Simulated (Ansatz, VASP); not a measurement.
**Ge: VASP beside Ansatz**

```
Ge
1.0
     3.99566    0.00000    0.00000
    -1.99783    3.46035    0.00000
     0.00000    0.00000   10.84478
Ge
4
Direct
  0.66667 0.33333 0.41485
  0.33333 0.66667 0.91485
  0.00000 0.00000 0.47745
  0.00000 0.00000 0.97745
```

Alike in both runs: task single point; functional LDA; k mesh 6 × 6 × 2; occupations fermi-dirac, width 0.05 eV; no spin polarisation.

|  | VASP | Ansatz |
| --- | --- | --- |
| version | VASP 6.6.1 | Ansatz 0.2.0 |
| potentials or method | VASP PAW LDA potentials, release 64 (Ge_d) | Ansatz PAW |
| plane-wave cutoff (eV) | 520 | 420 |
| valence electrons in the cell | 56 | 56 |

Ansatz gave:

```
gap on the k mesh at the Fermi level (eV)                     : none
pressure (GPa)                                                : -1.4
traceless stress, the component that is largest in VASP (GPa) : 0.47
rms of the force components (eV/Å)                            : 0.100
```

What did VASP give for the same quantities?

gap on the k mesh at the Fermi level (eV): none; pressure (GPa): -1.4; traceless stress, the component that is largest in VASP (GPa): 0.41; rms of the force components (eV/Å): 0.096.

LDA's correlation is that of Perdew and Zunger in VASP and of Perdew and Wang (1992) in Ansatz. Atom by atom the forces differ by 0.004 eV/Å (rms over components). A gap of «none» marks a metal or a gap that the smearing closes.
